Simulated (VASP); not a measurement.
# Nb (P6_3/mmc) in VASP: a series of runs, part 2 of 2

VASP 6.6.1. Earlier steps stand in the parts before.

### 4 Single point, PBEsol

The input, INCAR:

```
SYSTEM = Nb
PREC = Accurate
ENCUT = 520
EDIFF = 1E-6
ISMEAR = -1
SIGMA = 0.05
LREAL = .False.
LASPH = .True.
NELM = 80
ALGO = Normal
ISIF = 2
LWAVE = .False.
LCHARG = .True.
GGA = PS
LELF = .True.
LVHAR = .True.
NBANDS = 20
```

The input, KPOINTS:

```
Automatic mesh
0
Gamma
  16 16 9
  0 0 0
```

The input, POSCAR:

```
Nb
1.0
    2.6594244313      0.0000000000      0.0000000000
   -1.3297122157      2.3031291170      0.0000000000
    0.0000000000      0.0000000000      4.8003076971
Nb
2
Direct
    0.3333333333      0.6666666667      0.2500000000
    0.6666666667      0.3333333333      0.7500000000
```

Potentials or basis: VASP PAW PBE potentials, release 64 (Nb_sv).

The run is started by

```
$ cat potpaw_PBE.64/Nb_sv/POTCAR > POTCAR
$ mpirun -np 1 vasp_std > vasp.out
```

OUTCAR:

```text
SYSTEM = Nb
   PREC = Accurate
   ENCUT = 520
   EDIFF = 1E-6
   ISMEAR = -1
   LREAL = .False.
   LASPH = .True.
   NELM = 80
   ISIF = 2
   GGA = PS

 ion  position               nearest neighbor table
   1  0.333  0.667  0.250-   2 2.85   2 2.85   2 2.85   2 2.85   2 2.85   2 2.85
   2  0.667  0.333  0.750-   1 2.85   1 2.85   1 2.85   1 2.85   1 2.85   1 2.85

  LATTYP: Found a hexagonal cell.
 ALAT       =     2.6594244313
 C/A-ratio  =     1.8050175221

  Lattice vectors:

 A1 = (   2.6594244313,   0.0000000000,   0.0000000000)
 A2 = (  -1.3297122157,   2.3031291170,   0.0000000000)
 A3 = (   0.0000000000,   0.0000000000,   4.8003076971)

Analysis of symmetry for initial positions (statically):
=====================================================================
 Subroutine PRICEL returns:
 Original cell was already a primitive cell.

 Routine SETGRP: Setting up the symmetry group for a
 hexagonal supercell.

 Subroutine GETGRP returns: Found 24 space group operations
 (whereof 12 operations were pure point group operations)
 out of a pool of 24 trial point group operations.

The static configuration has the point symmetry D_3d.
 The point group associated with its full space group is D_6h.

Analysis of symmetry for dynamics (positions and initial velocities):
=====================================================================
 Subroutine PRICEL returns:
 Original cell was already a primitive cell.

 Routine SETGRP: Setting up the symmetry group for a
 hexagonal supercell.

 Subroutine GETGRP returns: Found 24 space group operations
 (whereof 12 operations were pure point group operations)
 out of a pool of 24 trial point group operations.

The dynamic configuration has the point symmetry D_3d.
 The point group associated with its full space group is D_6h.

 Subroutine INISYM returns: Found 24 space group operations
 (whereof 12 operations are pure point group operations),
 and found     1 'primitive' translations

----------------------------------------------------------------------------------------

                                     Primitive cell

  volume of cell :      29.4019

  direct lattice vectors                    reciprocal lattice vectors
     2.659424431  0.000000000  0.000000000     0.376021213  0.217095948  0.000000000
    -1.329712216  2.303129117  0.000000000     0.000000000  0.434191897  0.000000000
     0.000000000  0.000000000  4.800307697     0.000000000  0.000000000  0.208319979

  length of vectors
     2.659424431  2.659424431  4.800307697     0.434191897  0.434191897  0.208319979

  position of ions in fractional coordinates (direct lattice)
     0.333333333  0.666666667  0.250000000
     0.666666667  0.333333333  0.750000000

  ion indices of the primitive-cell ions
   primitive index   ion index
                 1           1
                 2           2

----------------------------------------------------------------------------------------

 KPOINTS: Automatic mesh

Automatic generation of k-mesh.
 Grid dimensions read from file:
 generate k-points for:   16   16    9

 Generating k-lattice:

  Cartesian coordinates                     Fractional coordinates (reciprocal lattice)
     0.023501326  0.013568497  0.000000000     0.062500000 -0.000000000  0.000000000
     0.000000000  0.027136994  0.000000000     0.000000000  0.062500000  0.000000000
     0.000000000  0.000000000  0.023146664     0.000000000  0.000000000  0.111111111

  Length of vectors
     0.027136994  0.027136994  0.023146664

  Shift w.r.t. Gamma in fractional coordinates (k-lattice)
     0.000000000  0.000000000  0.000000000

 Subroutine IBZKPT returns following result:
 ===========================================

 Found    150 irreducible k-points:

 Following reciprocal coordinates:
            Coordinates               Weight
  0.000000  0.000000  0.000000      1.000000
  0.062500 -0.000000  0.000000      6.000000
  0.125000 -0.000000  0.000000      6.000000
  0.187500 -0.000000  0.000000      6.000000
  0.250000 -0.000000  0.000000      6.000000
  0.312500 -0.000000  0.000000      6.000000
[... 16 lines left out ...]
  0.187500  0.187500  0.000000      6.000000
  0.250000  0.187500  0.000000     12.000000
 [... further k-points ...]
   k-points           NKPTS =    150   k-points in BZ     NKDIM =    150   number of bands    NBANDS=     20
   number of dos      NEDOS =    301   number of ions     NIONS =      2
   total plane-waves  NPLWV =  14400
   dimension x,y,z NGX =    20 NGY =   20 NGZ =   36
   dimension x,y,z NGXF=    40 NGYF=   40 NGZF=   72
   ions per type =               2
   NGX,Y,Z   is equivalent  to a cutoff of  12.50, 12.50, 12.47 a.u.
   NGXF,Y,Z  is equivalent  to a cutoff of  25.00, 25.00, 24.94 a.u.
 SYSTEM =  Nb
   PREC   = accura    normal or accurate (medium, high low for compatibility)
   ISTART =      0    job   : 0-new  1-cont  2-samecut
   ICHARG =      2    charge: 1-file 2-atom 10-const
   ISPIN  =      1    spin polarized calculation?
   LNONCOLLINEAR =      F non collinear calculations
   LSORBIT =      F    spin-orbit coupling
   LASPH  =      T    aspherical Exc in radial PAW
   ENCUT  =  520.0 eV  38.22 Ry    6.18 a.u.   4.94  4.94  8.93*2*pi/ulx,y,z
   NELM   =     80;   NELMIN=  2; NELMDL= -5     # of ELM steps
   EDIFF  = 0.1E-05   stopping-criterion for ELM
   LREAL  =      F    real-space projection
   EDIFFG = 0.1E-04   stopping-criterion for IOM
   NSW    =      0    number of steps for IOM
   IBRION =     -1    ionic relax: 0-MD 1-quasi-New 2-CG
   NFREE  =      0    steps in history (QN), initial steepest desc. (CG)
   ISIF   =      2    stress and relaxation
   ISYM   =      2    0-nonsym 1-usesym 2-fastsym
   POTIM  = 0.5000    time-step for ionic-motion
   TEBEG  =    0.0;   TEEND  =   0.0 temperature during run
   PSTRESS=    0.0 pullay stress
   NELECT =      26.0000    total number of electrons
   NUPDOWN=      -1.0000    fix difference up-down
   EMIN   =  10.00;   EMAX   =-10.00  energy-range for DOS
   EFERMI =   0.00;   METHOD = LEGACY
   ISMEAR =    -1;   SIGMA  =   0.05  broadening in eV -4-tet -1-fermi 0-gaus
   EFERMI_NEDOS =   21; number of points for ismear=-14 and -15
   IALGO  =     38    algorithm
   IMIX   =      4    mixing-type and parameters
     AMIX     =   0.40;   BMIX     =  1.00
     AMIX_MAG =   1.60;   BMIX_MAG =  1.00
  volume/ion in A,a.u.               =      14.70        99.21
  Fermi-wavevector in a.u.,A,eV,Ry     =   1.571355  2.969430 33.594908  2.469156
  Thomas-Fermi vector in A             =   2.672951
   LORBIT       =      0    0 simple, 1 ext, 2 COOP (PROOUT), +10 PAW based schemes
   GGA     = PS    functional components
   LHFCALC =     F    Hartree Fock is set to
   AEXX    =    0.0000 exact exchange contribution
   IVDW    =     0    specifies the selected vdW correction
   LEPSILON=     F    determine dielectric tensor
   LRPA    =     F    only Hartree local field effects (RPA)
 non-spin polarized calculation
  energy-cutoff  :      520.00
  volume of cell :       29.40
 maximum number of plane-waves:       809
 NGX is ok and might be reduce to    20
   NGX =  9   NGY =  9   NGZ = 17

 number of electron      26.0000002 magnetization

 Free energy of the ion-electron system (eV)
  ---------------------------------------------------
  ext. energy  EPLUGINS =         0.00000000
  ---------------------------------------------------
  free energy    TOTEN  =       -20.39475280 eV

  energy without entropy =      -20.37809362  energy(sigma->0) =      -20.38642321

 E-fermi :  14.6054     XC(G=0): -13.7057

 val. band max:       14.6003475339   @ k =   0.2500   0.1250   0.1111
 cond. band min:      14.6055922842   @ k =   0.3125   0.1875   0.0000
 fundamental gap:      0.0052447503
 Fermi energy:        14.6053786365

 k-point     1 :       0.0000    0.0000    0.0000
  band No.  band energies     occupation
      1     -40.0319      2.00000
      2     -39.6825      2.00000
      3     -17.0612      2.00000
      4     -15.0119      2.00000
      5     -14.7235      2.00000
      6     -14.7235      2.00000
[... 12 lines left out ...]
     19      20.0898      0.00000
     20      20.0898      0.00000

 k-point     2 :       0.0625   -0.0000    0.0000
  band No.  band energies     occupation
      1     -40.0117      2.00000
      2     -39.6677      2.00000
      3     -17.0297      2.00000
      4     -15.0136      2.00000
      5     -14.8294      2.00000
      6     -14.7516      2.00000
[... 498 lines left out ...]
 k-point    24 :       0.2500    0.1875    0.0000
  band No.  band energies     occupation
      1     -39.5168      2.00000
      2     -39.3514      2.00000
      3     -16.6636      2.00000
      4     -16.5383      2.00000
      5     -16.1553      2.00000
      6     -15.5783      2.00000
[... 12 lines left out ...]
     19      22.2699      0.00000
     20      26.9648      0.00000

 [... further k-points ...]
[... 5 lines left out ...]
  --------------------------------------------------------------------------------------
  -------------------------------------------------------------------------------------
  Total        9.3130090      9.3130090      9.2772830     -0.0000000      0.0000000      0.0000000
  in kB      507.4877818    507.4877818    505.5409850     -0.0000000      0.0000000      0.0000000
  external PRESSURE =     506.8388495 kB  Pullay stress =       0.0000000 kB

 VOLUME and BASIS-vectors are now :
 -----------------------------------------------------------------------------
  energy-cutoff  :      520.00
  volume of cell :       29.40
      direct lattice vectors                 reciprocal lattice vectors
     2.659424431  0.000000000  0.000000000     0.376021213  0.217095948  0.000000000
    -1.329712216  2.303129117  0.000000000     0.000000000  0.434191897  0.000000000
     0.000000000  0.000000000  4.800307697     0.000000000  0.000000000  0.208319979

 POSITION                                       TOTAL-FORCE (eV/Angst)
 -----------------------------------------------------------------------------------
     -0.00000      1.53542      1.20008         0.000000      0.000000      0.000000
      1.32971      0.76771      3.60023        -0.000000     -0.000000     -0.000000
 -----------------------------------------------------------------------------------
    total drift:                               -0.000000      0.000000     -0.000000

  FREE ENERGIE OF THE ION-ELECTRON SYSTEM (eV)
  ---------------------------------------------------
  free  energy   TOTEN  =       -20.3947527956 eV

  energy  without entropy=      -20.3780936202  energy(sigma->0) =      -20.38642321
```

It took 90 s on 1 thread of Intel Xeon Platinum 8488C (Sapphire Rapids), shared host; peak memory 0.19 GiB.

What came out:

```yaml
Free_energy: -20.3948 eV
Pressure: 50.7 GPa
Band_gap_on_the_k_mesh: zero (band 13 reaches 16.77 eV, above the bottom of band 14 at 13.69 eV)
```

Levels at points of the mesh, in eV from the Fermi level:
| k point | band 9 | band 10 | band 11 | band 12 | band 13 | band 14 | band 15 | band 16 | band 17 | band 18 |
| --- | --- | --- | --- | --- | --- | --- | --- | --- | --- | --- |
| (0.00, 0.00, 0.00) | -6.65 | -4.68 | -1.46 | 0.08 | 0.08 | 0.74 | 0.74 | 1.53 | 3.02 | 3.02 |
| (0.50, 0.00, 0.00) | -5.01 | -4.59 | -4.14 | -0.75 | 0.45 | 0.52 | 0.81 | 5.92 | 7.18 | 7.52 |

Caveat: the PAW data sets were made with another functional, which shifts forces and pressure a little.

### 5 The runs side by side

| task | cell | cutoff (eV) | gap on the mesh (eV) | pressure (GPa) |
| --- | --- | --- | --- | --- |
| relaxation of cell and atoms | relaxed to 51 GPa from a = 2.660, b = 2.660, c = 4.800 Å, angles 90.0, 90.0, 120.0°, 2 atoms | 600 | none | 51.0 |
| single point | a = 2.660, b = 2.660, c = 4.800 Å, angles 90.0, 90.0, 120.0°, 2 atoms | 520 | none | 50.7 |
| single point | a = 2.659, b = 2.659, c = 4.800 Å, angles 90.0, 90.0, 120.0°, 2 atoms | 520 | none | 50.7 |

Alike in all rows: level PBEsol; potentials or basis VASP PAW PBE potentials, release 64 (Nb_sv); no spin polarisation; k mesh 16 × 16 × 9; smearing fermi-dirac 0.05 eV.

Caveats: the PAW data sets were made with another functional, which shifts forces and pressure a little; the cell is relaxed towards a set pressure, so the enthalpy falls and the energy may rise (some runs).

Total energies depend on the potentials used, so only differences within one code and one set of settings carry meaning.
